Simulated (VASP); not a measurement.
# Co (P6_3/mmc) in VASP: a series of runs, part 2 of 2

VASP 6.6.1. The steps go on from the part before.

**3. Electric field gradients, LDA, collinear spin, ferromagnetic start (11.17 Å³/atom)**

This run uses another cell than the first one, of 11.17 Å³/atom.

INCAR reads:

```
SYSTEM = Co
PREC     = Accurate       ! precision mode
ENCUT    = 520            ! plane-wave cutoff, eV
EDIFF    = 1E-8           ! SCF threshold, eV
ISMEAR   = -1             ! smearing method
SIGMA    = 0.03           ! smearing width, eV
LREAL    = .False.        ! projectors in reciprocal space
LASPH    = .True.         ! aspherical terms in the spheres
NELM     = 150            ! most SCF steps
ALGO     = Normal         ! electronic algorithm
ISIF     = 2              ! what is computed and relaxed
LWAVE    = .False.        ! write WAVECAR
LCHARG   = .False.        ! write CHGCAR
ISPIN    = 2              ! spin polarisation
MAGMOM   = 2 2            ! initial moments
LORBIT   = 11             ! projections on sites
LMAXMIX  = 4              ! l up to which the mixer works
GGA      = CA             ! functional
LEFG     = .True.       
NBANDS   = 20             ! bands
```

KPOINTS reads:

```
regular mesh
0
Gamma
  17 17 9
  0 0 0
```

POSCAR reads:

```
Co
1.0
    2.5125316956      0.0000000000      0.0000000000
   -1.2562658478      2.1759162762      0.0000000000
    0.0000000000      0.0000000000      4.0870761931
Co
2
Direct
    0.3333333333      0.6666666667      0.2500000000
    0.6666666667      0.3333333333      0.7500000000
```

Potentials or basis: VASP PAW LDA potentials, release 64 (Co).

Launch:

```
> cat potpaw_LDA.64/Co/POTCAR > POTCAR
> mpirun -np 1 vasp_std > vasp.out
```

OUTCAR:

```text
SYSTEM = Co
   PREC = Accurate
   ENCUT = 520
   EDIFF = 1E-8
   ISMEAR = -1
   LREAL = .False.
   LASPH = .True.
   NELM = 150
   ISIF = 2
   ISPIN = 2
   LORBIT = 11
   GGA = CA

 ion  position               nearest neighbor table
   1  0.333  0.667  0.250-   2 2.51   2 2.51   2 2.51   2 2.51   2 2.51   2 2.51
   2  0.667  0.333  0.750-   1 2.51   1 2.51   1 2.51   1 2.51   1 2.51   1 2.51

  LATTYP: Found a hexagonal cell.
 ALAT       =     2.5125316956
 C/A-ratio  =     1.6266764715

  Lattice vectors:

 A1 = (   2.5125316956,   0.0000000000,   0.0000000000)
 A2 = (  -1.2562658478,   2.1759162762,   0.0000000000)
 A3 = (   0.0000000000,   0.0000000000,   4.0870761931)

Analysis of symmetry for initial positions (statically):
=====================================================================
 Subroutine PRICEL returns:
 Original cell was already a primitive cell.

 Routine SETGRP: Setting up the symmetry group for a
 hexagonal supercell.

 Subroutine GETGRP returns: Found 24 space group operations
 (whereof 12 operations were pure point group operations)
 out of a pool of 24 trial point group operations.

The static configuration has the point symmetry D_3d.
 The point group associated with its full space group is D_6h.

Analysis of symmetry for dynamics (positions and initial velocities):
=====================================================================
 Subroutine PRICEL returns:
 Original cell was already a primitive cell.

 Routine SETGRP: Setting up the symmetry group for a
 hexagonal supercell.
[... 1292 lines left out ...]
  --------------------------------------------------------------------------------------
  -------------------------------------------------------------------------------------
  Total       -3.1572675     -3.1572675     -3.5059134      0.0000000      0.0000000      0.0000000
  in kB     -226.3890887   -226.3890887   -251.3884427      0.0000000      0.0000000      0.0000000
  external PRESSURE =    -234.7222067 kB  Pullay stress =       0.0000000 kB

 VOLUME and BASIS-vectors are now :
 -----------------------------------------------------------------------------
  energy-cutoff  :      520.00
  volume of cell :       22.34
      direct lattice vectors                 reciprocal lattice vectors
     2.512531696  0.000000000  0.000000000     0.398004929  0.229788253  0.000000000
    -1.256265848  2.175916276  0.000000000     0.000000000  0.459576506  0.000000000
     0.000000000  0.000000000  4.087076193     0.000000000  0.000000000  0.244673687

 POSITION                                       TOTAL-FORCE (eV/Angst)
 -----------------------------------------------------------------------------------
     -0.00000      1.45061      1.02177        -0.000000      0.000000      0.000000
      1.25627      0.72531      3.06531         0.000000     -0.000000      0.000000
 -----------------------------------------------------------------------------------
    total drift:                               -0.000000      0.000000     -0.000000

  FREE ENERGIE OF THE ION-ELECTRON SYSTEM (eV)
  ---------------------------------------------------
  free  energy   TOTEN  =       -16.0543374291 eV

  energy  without entropy=      -16.0488513895  energy(sigma->0) =      -16.05159441

 Electric field gradients (V/A^2)
---------------------------------------------------------------------
 ion       V_xx      V_yy      V_zz      V_xy      V_xz      V_yz
---------------------------------------------------------------------
   1       0.561     0.560    -1.122    -0.001     0.000    -0.000
   2       0.561     0.560    -1.122    -0.001    -0.000     0.000
---------------------------------------------------------------------

 Electric field gradients after diagonalization (V/A^2)
 (convention: |V_zz| > |V_xx| > |V_yy|)
----------------------------------------------------------------------
 ion       V_xx      V_yy      V_zz     asymmetry (V_yy - V_xx)/ V_zz
----------------------------------------------------------------------
   1       0.562     0.560    -1.122       0.001
   2       0.562     0.560    -1.122       0.001
----------------------------------------------------------------------

           NMR quadrupolar parameters

 Cq : quadrupolar parameter    Cq=e*Q*V_zz/h
 eta: asymmetry parameters     (V_yy - V_xx)/ V_zz
 Q  : nuclear electric quadrupole moment in mb (millibarn)
----------------------------------------------------------------------
 ion       Cq(MHz)       eta       Q (mb)
----------------------------------------------------------------------
   1      -0.003       0.001       1.000
   2      -0.003       0.001       1.000
----------------------------------------------------------------------

 total charge

# of ion       s       p       d       tot
------------------------------------------
    1        0.477   0.491   7.260   8.227
    2        0.477   0.491   7.260   8.227
--------------------------------------------------
tot          0.953   0.982  14.520  16.455

 magnetization (x)

# of ion       s       p       d       tot
------------------------------------------
    1       -0.012  -0.038   1.643   1.593
    2       -0.012  -0.038   1.643   1.593
--------------------------------------------------
tot         -0.025  -0.076   3.286   3.185
```

stdout:

```text
POSCAR found type information on POSCAR Co
 POSCAR found :  1 types and       2 ions
 scaLAPACK will be used
 LDA part: xc-table for (Slater(with rela. corr.)+CA(PZ))
 , standard interpolation
 POSCAR, INCAR and KPOINTS ok, starting setup
 FFT: planning ... GRIDC
 FFT: planning ... GRID_SOFT
 FFT: planning ... GRID
 WAVECAR not read
 entering main loop
ion   1

ion   2
```

Wall time 64 s (1 thread of Intel Xeon 6975P-C (Granite Rapids), shared host); peak memory 0.21 GiB.

What came out:

```
Free energy                                           : -16.0543 eV
Pressure                                              : -23.5 GPa
Net moment                                            : 3.17 μB per cell
Site moments                                          : Co +1.59 μB
Largest electric field gradient by atom               : Co -1.1 V/Å²
Valence electrons inside the program's atomic spheres : Co 8.23
```

Stress tensor (GPa, compression positive):
```
-22.64   0.00   0.00
  0.00 -22.64   0.00
  0.00   0.00 -25.14
```

Levels at points of the mesh, in eV from the Fermi level:
Spin up:
| k point | band 8 | band 9 | band 10 | band 11 | band 12 | band 13 | band 14 | band 15 |
| --- | --- | --- | --- | --- | --- | --- | --- | --- |
| (0.00, 0.00, 0.00) | -1.72 | -1.72 | -0.67 | -0.67 | -0.10 | 6.11 | 21.83 | 24.06 |
Spin down:
```
           k point  band 4  band 5  band 6  band 7  band 8  band 9  band 10  band 11
(0.00, 0.00, 0.00)   -0.93   -0.93   -0.59   -0.59   -0.17   -0.17     0.05     0.98
```

Electric field gradients, principal values (V/Å²):
```csv
atom,least,middle,greatest (by size)
1 Co,0.560,0.562,-1.122
2 Co,0.560,0.562,-1.122
```

Caveat: the cell stands under tension; without QUAD_EFG the Cq values of the log hold for a quadrupole moment of 1 mb, not for the nuclei.

**4. Electric field gradients, LDA, collinear spin, ferromagnetic start (11.17 Å³/atom)**

This run uses another cell than the first one, of 11.17 Å³/atom.

INCAR reads:

```
SYSTEM = Co
PREC = Accurate
ENCUT = 520
EDIFF = 1E-8
ISMEAR = -1
SIGMA = 0.03
LREAL = .False.
LASPH = .True.
NELM = 150
ALGO = Normal
ISIF = 2
LWAVE = .False.
LCHARG = .False.
ISPIN = 2
MAGMOM = 2 2
LORBIT = 11
LMAXMIX = 4
LEFG = .True.
NBANDS = 20
```

KPOINTS reads:

```
Automatic mesh
0
Gamma
  17 17 9
  0 0 0
```

POSCAR is that of step 3.

Potentials or basis: VASP PAW LDA potentials, release 64 (Co).

Launch:

```
> cat potpaw_LDA.64/Co/POTCAR > POTCAR
> mpirun -np 1 vasp_std > vasp.out
```

OUTCAR:

```text
SYSTEM = Co
   PREC = Accurate
   ENCUT = 520
   EDIFF = 1E-8
   ISMEAR = -1
   LREAL = .False.
   LASPH = .True.
   NELM = 150
   ISIF = 2
   ISPIN = 2
   LORBIT = 11

 ion  position               nearest neighbor table
   1  0.333  0.667  0.250-   2 2.51   2 2.51   2 2.51   2 2.51   2 2.51   2 2.51
   2  0.667  0.333  0.750-   1 2.51   1 2.51   1 2.51   1 2.51   1 2.51   1 2.51

  LATTYP: Found a hexagonal cell.
 ALAT       =     2.5125316956
 C/A-ratio  =     1.6266764715

  Lattice vectors:

 A1 = (   2.5125316956,   0.0000000000,   0.0000000000)
 A2 = (  -1.2562658478,   2.1759162762,   0.0000000000)
 A3 = (   0.0000000000,   0.0000000000,   4.0870761931)

Analysis of symmetry for initial positions (statically):
[... 1351 lines left out ...]
----------------------------------------------------------------------
 ion       V_xx      V_yy      V_zz     asymmetry (V_yy - V_xx)/ V_zz
----------------------------------------------------------------------
   1       0.562     0.560    -1.122       0.001
   2       0.562     0.560    -1.122       0.001
----------------------------------------------------------------------

           NMR quadrupolar parameters

 Cq : quadrupolar parameter    Cq=e*Q*V_zz/h
 eta: asymmetry parameters     (V_yy - V_xx)/ V_zz
 Q  : nuclear electric quadrupole moment in mb (millibarn)
----------------------------------------------------------------------
 ion       Cq(MHz)       eta       Q (mb)
----------------------------------------------------------------------
   1      -0.003       0.001       1.000
   2      -0.003       0.001       1.000
----------------------------------------------------------------------

 total charge

# of ion       s       p       d       tot
------------------------------------------
    1        0.477   0.491   7.260   8.227
    2        0.477   0.491   7.260   8.227
--------------------------------------------------
tot          0.953   0.982  14.520  16.455

 magnetization (x)

# of ion       s       p       d       tot
------------------------------------------
    1       -0.012  -0.038   1.643   1.593
    2       -0.012  -0.038   1.643   1.593
--------------------------------------------------
tot         -0.025  -0.076   3.286   3.185
```

OSZICAR:

```text
N       E                     dE             d eps       ncg     rms          rms(c)
DAV:   1     0.853479260754E+02    0.85348E+02   -0.82463E+03 13840   0.124E+03
DAV:   2    -0.136697799855E+02   -0.99018E+02   -0.89216E+02 13400   0.217E+02
DAV:   3    -0.183700726752E+02   -0.47003E+01   -0.45007E+01 14976   0.578E+01
DAV:   4    -0.184415329800E+02   -0.71460E-01   -0.71403E-01 16112   0.629E+00
DAV:   5    -0.184436924965E+02   -0.21595E-02   -0.21594E-02 15560   0.104E+00    0.149E+01
DAV:   6    -0.166519449328E+02    0.17917E+01   -0.87669E+00 14948   0.609E+01    0.819E+00
DAV:   7    -0.160925827402E+02    0.55936E+00   -0.15420E+00 14928   0.234E+01    0.371E+00
DAV:   8    -0.160706162279E+02    0.21967E-01   -0.13467E-02 18724   0.971E-01    0.157E+00
DAV:   9    -0.160559880170E+02    0.14628E-01   -0.20006E-03 22532   0.770E-01    0.444E-01
DAV:  10    -0.160545624135E+02    0.14256E-02   -0.32057E-04 18164   0.195E-01    0.135E-01
DAV:  11    -0.160543557968E+02    0.20662E-03   -0.40868E-05 19376   0.818E-02    0.346E-02
DAV:  12    -0.160543435808E+02    0.12216E-04   -0.33630E-06 18756   0.164E-02    0.217E-02
DAV:  13    -0.160543374508E+02    0.61300E-05   -0.19308E-06 21292   0.175E-02    0.773E-03
DAV:  14    -0.160543374326E+02    0.18230E-07   -0.18228E-07 15820   0.439E-03    0.748E-04
DAV:  15    -0.160543374291E+02    0.34825E-08   -0.38915E-09  8752   0.818E-04
   1 F= -.16054337E+02 E0= -.16051594E+02  d E =-.548604E-02  mag=     3.1697
```

It took 62 s on 1 thread of Intel Xeon 6975P-C (Granite Rapids), shared host; peak memory 0.2 GiB.

Results:

* Free energy: -16.0543 eV
* Pressure: -23.5 GPa
* Net moment: 3.17 μB per cell
* Site moments: Co +1.59 μB
* Largest electric field gradient by atom: Co -1.1 V/Å²
* Valence electrons inside the program's atomic spheres: Co 8.23

Levels at points of the mesh, in eV from the Fermi level:
Spin up:
```tsv
k point	band 7	band 8	band 9	band 10	band 11	band 12	band 13	band 14	band 15	band 16
(0.00, 0.00, 0.00)	-2.09	-1.72	-1.72	-0.67	-0.67	-0.10	6.11	21.83	24.06	24.06
```
Spin down:
| k point | band 5 | band 6 | band 7 | band 8 | band 9 | band 10 |
| --- | --- | --- | --- | --- | --- | --- |
| (0.00, 0.00, 0.00) | -0.93 | -0.59 | -0.59 | -0.17 | -0.17 | 0.05 |

Electric field gradients, principal values (V/Å²):
| atom | least | middle | greatest (by size) |
| --- | --- | --- | --- |
| 1 Co | 0.560 | 0.562 | -1.122 |
| 2 Co | 0.560 | 0.562 | -1.122 |

Caveat: the cell stands under tension; without QUAD_EFG the Cq values of the log hold for a quadrupole moment of 1 mb, not for the nuclei.
